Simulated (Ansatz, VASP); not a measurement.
## GaAs: VASP beside Ansatz

POSCAR

```
GaAs
1.0
    0.0000000000      2.8330831925      2.8330831925
    2.9611385528      0.0000000000      2.8330831925
    2.9611385528      2.8330831925      0.0000000000
Ga As
1 1
Direct
    0.0000000000      0.0000000000      0.0000000000
    0.2500000000      0.2500000000      0.2500000000
```

The input INCAR.step1:

```
PREC = Accurate
ENCUT = 520
EDIFF = 1E-5
ISMEAR = -1
SIGMA = 0.02
LREAL = F
LASPH = T
NELM = 100
ALGO = Normal
ISIF = 2
LWAVE = T
NBANDS = 16
GGA = PE
```

File INCAR.step2:

```
PREC = Accurate
ENCUT = 520
EDIFF = 1E-6
ISMEAR = -1
SIGMA = 0.02
LREAL = F
LASPH = T
NELM = 100
ALGO = Normal
ISIF = 2
LWAVE = F
LCHARG = T
GGA = PE
LHFCALC = T
HFSCREEN = 0.2079
PRECFOCK = Normal
LELF = T
LVHAR = T
NBANDS = 16
ISTART = 1
```

KPOINTS

```
Automatic mesh
0
Gamma
  6 6 6
```

Input for Ansatz:

```yaml
crystal:
  lattice:
    - [0.0, 2.8330831925, 2.8330831925]
    - [2.9611385528, 0.0, 2.8330831925]
    - [2.9611385528, 2.8330831925, 0.0]
  atoms:
    - { symbol: Ga, position: [0.0, 0.0, 0.0] }
    - { symbol: As, position: [0.25, 0.25, 0.25] }
kpoints:
  mp_grid: { grid: [6, 6, 6] }
  band_path:
    path:
      - [0.0, 0.0, 0.0]
      - [-0.5, -0.5, 0.0]
      - [-0.375, -0.375, 0.25]
      - [-0.375, 0.0, 0.375]
      - [0.0, 0.0, 0.5]
      - [-0.5, -0.25, 0.25]
    npoints: 1
hamiltonian:
  xc: hse06
scf:
  occupations: { method: fermi_dirac, width: 0.02 }
  n_extra_bands: 4
output:
  forces: true
  stress: true
  eigenvalues: true
  write_density: true
  write_potential: true
  elf: true
  volumetric_format: npy
```

Change from the starting cell: uniaxial_x strain +4.5%.

Alike in both runs: task single point; functional HSE06; k mesh 6 × 6 × 6; occupations fermi-dirac, width 0.02 eV; no spin polarisation.

```csv
,VASP,Ansatz
version,VASP 6.6.1,Ansatz 0.2.0
potentials or method,"VASP PAW PBE potentials, release 64 (Ga_d, As)","plane waves, PAW"
plane-wave cutoff (eV),520,420
valence electrons in the cell,18,28
```

VASP gave:

| Quantity | Value |
| --- | --- |
| gap on the k mesh at the Fermi level (eV) | 0.88 |
| pressure (GPa) | -2.5 |
| traceless stress, the component that is largest in VASP (GPa) | -2.14 |

Which values does Ansatz return?

gap on the k mesh at the Fermi level (eV): 0.88; pressure (GPa): -2.4; traceless stress, the component that is largest in VASP (GPa): -2.13.

VASP's potentials hold 18 valence electrons a cell and Ansatz's 28, so a difference there can come from the potentials and not from the codes. Ansatz's warnings: stress exchange threshold loose, stress scf threshold loose.
